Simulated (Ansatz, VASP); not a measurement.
**Two plane-wave programs on Au**

File POSCAR:

```
Au
1.0
    0.0000000000      2.0886530869      2.0886530869
    2.0886530869      0.0000000000      2.0886530869
    2.0886530869      2.0886530869      0.0000000000
Au
1
Direct
    0.0000000000      0.0000000000      0.0000000000
```

Contents of INCAR.step1:

```
ALGO = Normal
EDIFF = 1E-4
ENCUT = 520
GGA = PE
ISMEAR = -1
LASPH = T
LCHARG = F
LREAL = F
LWAVE = T
NBANDS = 12
NELM = 80
PREC = Accurate
SIGMA = 0.1
```

INCAR.step2

```
ALGO = Normal
EDIFF = 1E-6
ENCUT = 520
ISIF = 2
ISMEAR = -1
ISTART = 1
LASPH = T
LCHARG = T
LELF = T
LMIXTAU = T
LREAL = F
LVHAR = T
LWAVE = F
METAGGA = R2SCAN
NBANDS = 12
NELM = 80
PREC = Accurate
SIGMA = 0.1
```

The input KPOINTS:

```
k-points
0
Gamma
  22 22 22
```

Input for Ansatz:

```yaml
crystal:
  lattice:
    - [0.0, 2.0886530869, 2.0886530869]
    - [2.0886530869, 0.0, 2.0886530869]
    - [2.0886530869, 2.0886530869, 0.0]
  atoms:
    - { symbol: Au, position: [0.0, 0.0, 0.0] }
hamiltonian:
  xc: r2scan
  pseudopotentials:
    kind: paw
    azcp:
      Au: "pseudopotentials/Au.paw.azcp"
basis:
  ecutwfc: 500
  fft_grid_basis: typed
kpoints:
  mp_grid: { grid: [22, 22, 22], shift: [0, 0, 0] }
magnetization:
  spin_polarized: false
scf:
  occupations: { method: fermi_dirac, width: 0.1 }
output:
  stress: true
```

Alike in both runs: task single point; functional r2SCAN; k mesh 22 × 22 × 22; occupations fermi-dirac, width 0.1 eV; no spin polarisation.

```csv
,VASP,Ansatz
version,VASP 6.6.1,Ansatz 0.2.0
potentials or method,"VASP PAW PBE potentials, release 64 (Au), cutoff 520 eV","plane waves (500 eV) with PAW, scalar-relativistic"
valence electrons in the cell,11,19
```

VASP gave:

| Quantity | Value |
| --- | --- |
| pressure (GPa) | -5.0 |

Question: Estimate Ansatz's values.

Answer: Pressure (GPa): -5.2.

VASP's potentials were made for PBE, not for r2SCAN. The functional is the same, so the differences come from potentials, cutoffs and numerics. VASP's potentials hold 11 valence electrons a cell and Ansatz's 19, so a difference there can come from the potentials and not from the codes.

Spin-orbit coupling is off throughout.
